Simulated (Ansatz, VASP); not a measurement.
Pt in VASP and in Ansatz

INCAR

```
SYSTEM = Pt
ALGO = Normal
EDIFF = 1E-7
ENCUT = 520
ISIF = 2
ISMEAR = -1
LASPH = .True.
LCHARG = .False.
LREAL = .False.
LWAVE = .False.
NBANDS = 11
NELM = 100
PREC = Accurate
SIGMA = 0.1
```

KPOINTS

```
k-points
0
Gamma
  17 17 17
  0 0 0
```

Contents of POSCAR:

```
Pt
1.0
    2.3351435665      0.0000000000      0.0000000000
    0.0000000000      2.3351435665      0.0000000000
    0.0000000000      0.0000000000      2.3351435665
Pt
1
Direct
    0.0000000000      0.0000000000      0.0000000000
```

Input for Ansatz:

```yaml
crystal:
  lattice:
    - [2.3351435665, 0.0, 0.0]
    - [0.0, 2.3351435665, 0.0]
    - [0.0, 0.0, 2.3351435665]
  atoms:
    - { symbol: Pt, position: [0.0, 0.0, 0.0] }
kpoints:
  mp_grid: { grid: [17, 17, 17] }
scf:
  occupations: { method: fermi_dirac, width: 0.1 }
hamiltonian:
  xc: lda
  pseudopotentials: { kind: all_electron, lapw: { basis_error: 0.001 } }
output:
  forces: true
  stress: true
  eigenvalues: true
  populations: true
```

Change from the starting cell: volume scaled by 0.75, LAPW.

Alike in both runs: task single point; functional LDA; k mesh 17 × 17 × 17; occupations fermi-dirac, width 0.1 eV; no spin polarisation.

|  | VASP | Ansatz |
| --- | --- | --- |
| version | VASP 6.6.1 | Ansatz 0.2.0 |
| potentials or method | VASP PAW LDA potentials, release 64 (Pt), cutoff 520 eV | all-electron LAPW, scalar-relativistic |

```tsv
	VASP	Ansatz	Ansatz less VASP
pressure (GPa)	141.7	140.7	-0.96
```

LDA's correlation is that of Perdew and Zunger in VASP and of Perdew and Wang (1992) in Ansatz. Both programs put the cell under a high pressure, so it lies far from rest at this level. Ansatz ran all-electron here, and VASP with PAW potentials.

Spin-orbit coupling is off throughout. Noted on VASP's run: the cell as given lies far from equilibrium.
